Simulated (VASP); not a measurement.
Set up this calculation in VASP 6.6.1, as the native input.

- Task: band structure
- Functional: PBE
- Potentials or basis: VASP PAW PBE potentials, release 64 (Sn_d, Nb_sv)
- Cutoff: 340 eV
- k mesh: 6 × 6 × 6
- Occupations: methfessel-paxton, width 0.1 eV
- Spin: no spin polarisation
- Tolerance level: screening
- Purpose: bands
- Route: KPOINTS_OPT
- Further INCAR settings: ALGO = Normal; EDIFF = 1e-06; NBANDS = 74

The structure of Nb3Sn lies in POSCAR:

```
Nb3Sn
1.0
    5.2821000000      0.0000000000      0.0000000000
    0.0000000000      5.2821000000      0.0000000000
    0.0000000000      0.0000000000      5.2821000000
Sn Nb
2 6
Direct
    0.5000000000      0.5000000000      0.5000000000
    0.0000000000      0.0000000000      0.0000000000
    0.0000000000      0.5000000000      0.2500000000
    0.0000000000      0.5000000000      0.7500000000
    0.5000000000      0.2500000000      0.0000000000
    0.7500000000      0.0000000000      0.5000000000
    0.5000000000      0.7500000000      0.0000000000
    0.2500000000      0.0000000000      0.5000000000
```

The input as run:

INCAR

```
SYSTEM = Nb3Sn
GGA = PE ; ISMEAR = 1
SIGMA = 0.1 ; LWAVE = .False.
LCHARG = .False. ; NBANDS = 74
PREC = Accurate ; LASPH = .True.
LREAL = .False. ; ALGO = Normal
EDIFF = 1E-6 ; NELM = 120
GGA_COMPAT = .False. ; ENCUT = 340
LMAXMIX = 4 ; KPAR = 4
```

KPOINTS

```
Automatic mesh
0
Gamma
  6 6 6
  0 0 0
```

KPOINTS_OPT

```
path GXMGRX,MR
12
line-mode
reciprocal
 0.0000000000  0.0000000000  0.0000000000  G
 0.0000000000  0.5000000000  0.0000000000  X

 0.0000000000  0.5000000000  0.0000000000  X
 0.5000000000  0.5000000000  0.0000000000  M

 0.5000000000  0.5000000000  0.0000000000  M
 0.0000000000  0.0000000000  0.0000000000  G

 0.0000000000  0.0000000000  0.0000000000  G
 0.5000000000  0.5000000000  0.5000000000  R

 0.5000000000  0.5000000000  0.5000000000  R
 0.0000000000  0.5000000000  0.0000000000  X

 0.5000000000  0.5000000000  0.0000000000  M
 0.5000000000  0.5000000000  0.5000000000  R
```

Potentials or basis: VASP PAW PBE potentials, release 64 (Sn_d, Nb_sv).

Command:

```bash
$ cat potpaw_PBE.64/Sn_d/POTCAR potpaw_PBE.64/Nb_sv/POTCAR > POTCAR
$ mpirun -np 4 vasp_std > vasp.out
```

It gave:

```
Pressure                : 2.7 GPa
Band gap along the path : zero within the smearing
```

Caveat: the cutoff is under 1.25 times the usual one of these potentials, so pressure, stress and relaxed cells hold a basis-set (Pulay) error; spin-orbit coupling is left out, which moves the levels of the heavy elements.

It took 41 s on 4 MPI ranks on Intel(R) Xeon(R) 6975P-C (Granite Rapids), with other jobs on the host, peak memory 0.28 GiB a rank.
